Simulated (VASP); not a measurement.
Write the native input for VASP 6.6.1 that does the following.

```
Task                   : single point
Functional             : PBE
Potentials or basis    : VASP PAW PBE potentials, release 64 (Fe, Ge_d)
Cutoff                 : 520 eV
k mesh                 : 9 × 9 × 8
Occupations            : gaussian, width 0.05 eV
Spin                   : collinear spin, ferromagnetic start
Starting moments       : [4.0, 4.0, 4.0, 0.0, 0.0, 0.0] μB
Dipole correction      : no
Further INCAR settings : ALGO = Fast; EDIFF = 1e-07; NBANDS = 46
```

The structure of FeGe lies in POSCAR:

```
FeGe
1.0
    4.9976023358      0.0000000000      0.0000000000
   -2.4988011679      4.3280505808      0.0000000000
    0.0000000000      0.0000000000      4.1157613500
Fe Ge
3 3
Direct
    0.5000000000      0.0000000000      0.0000000000
    0.5000000000      0.5000000000      0.0000000000
    0.0000000000      0.5000000000      0.0000000000
    0.0000000000      0.0000000000      0.0000000000
    0.3333333300      0.6666666700      0.5000000000
    0.6666666700      0.3333333300      0.5000000000
```

One way to write it, as run:

INCAR

```
SYSTEM = FeGe
PREC = Accurate
ENCUT = 520
EDIFF = 1E-7
ISMEAR = 0
SIGMA = 0.05
LREAL = .False.
LASPH = .True.
NELM = 150
ALGO = Fast
ISIF = 2
LWAVE = .False.
LCHARG = .False.
ISPIN = 2
MAGMOM = 4 4 4 0 0 0
LORBIT = 11
LMAXMIX = 4
GGA = PE
NBANDS = 46
```

KPOINTS

```
regular mesh
0
Gamma
  9 9 8
  0 0 0
```

Potentials or basis: VASP PAW PBE potentials, release 64 (Fe, Ge_d).

Launch:

```console
$ cat potpaw_PBE.64/Fe/POTCAR potpaw_PBE.64/Ge_d/POTCAR > POTCAR
$ mpirun -np 1 vasp_std > vasp.out
```

Results of the run:

```yaml
Pressure: -4.2 GPa
Net_moment: 4.08 μB per cell
Site_moments: Fe +1.46; Ge -0.09, -0.07 (each value once) μB
Valence_electrons_inside_the_program's_atomic_spheres: Fe 7.36; Ge 12.32, 12.36 (each value once)
```

Caveat: the cell stands under tension.

Wall time 15 min on 1 thread of Oxide Virtual Turin-like Processor, with other jobs on the host, peak memory 0.45 GiB.
